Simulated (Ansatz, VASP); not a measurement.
Al: VASP beside Ansatz

```
Al
1.0
    -0.10120    2.02398    2.02398
     2.02398   -0.10120    2.02398
     1.92278    1.92278    0.00000
Al
1
Cartesian
  0.0000 0.0000 0.0000
```

Change from the starting cell: strain -0.1000 x Voigt [0, 0, 0, 0, 0, 1], atoms carried along.

Alike in both runs: task single point; functional PBEsol; k mesh 20 × 20 × 20; occupations gaussian, width 0.15 eV; no spin polarisation.

```csv
,VASP,Ansatz
version,VASP 6.6.1,Ansatz 0.2.0
potentials or method,"VASP PAW PBE potentials, release 64 (Al), cutoff 520 eV","scalar-relativistic, plane waves, PAW"
valence electrons in the cell,3,3
```

VASP gave:

```
gap on the k mesh at the Fermi level (eV)                     : none
pressure (GPa)                                                : -0.9
traceless stress, the component that is largest in VASP (GPa) : 3.59
```

Q: Estimate Ansatz's values.

A: gap on the k mesh at the Fermi level (eV): none; pressure (GPa): -1.0; traceless stress, the component that is largest in VASP (GPa): 3.56.

VASP's potentials were made for PBE, not for PBEsol. A gap of «none» marks a metal or a gap that the smearing closes. The functional is the same, so the differences come from potentials, cutoffs and numerics.
